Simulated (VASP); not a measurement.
Runs of VASP 6.6.1 on Y. The structure is that of space group Fm-3m (No. 225), or close to it. The cells are those of the table. 

```csv
task,cell,k mesh,cutoff (eV),gap on the mesh (eV),pressure (GPa),relaxed volume (Å³/atom)
single point,"a = 3.577 Å, angles 119.7, 119.7, 90.5°, 1 atom",8 × 8 × 8,520,none,-0.3,-
relaxation of cell and atoms,"relaxed from a = 3.637 Å, angles 122.2, 122.2, 86.2°, 1 atom",8 × 8 × 8,600,none,0.0,32.22
relaxation of cell and atoms,"relaxed from a = 3.582 Å, angles 60.0°, 1 atom",18 × 18 × 18,600,none,0.0,32.31
single point,"a = 3.580 Å, angles 60.0°, 1 atom",18 × 18 × 18,520,none,(a),-
```

Alike in all rows: level PBE; potentials or basis VASP PAW PBE potentials, release 64 (Y_sv); no spin polarisation; smearing gaussian 0.1 eV.

Task: Fill in the values left out.

Result: (a) -0.1.

A k mesh can miss the band edges, and the runs leave out spin-orbit coupling on Y.

A gap of «none» marks levels without a gap at the run's occupations.
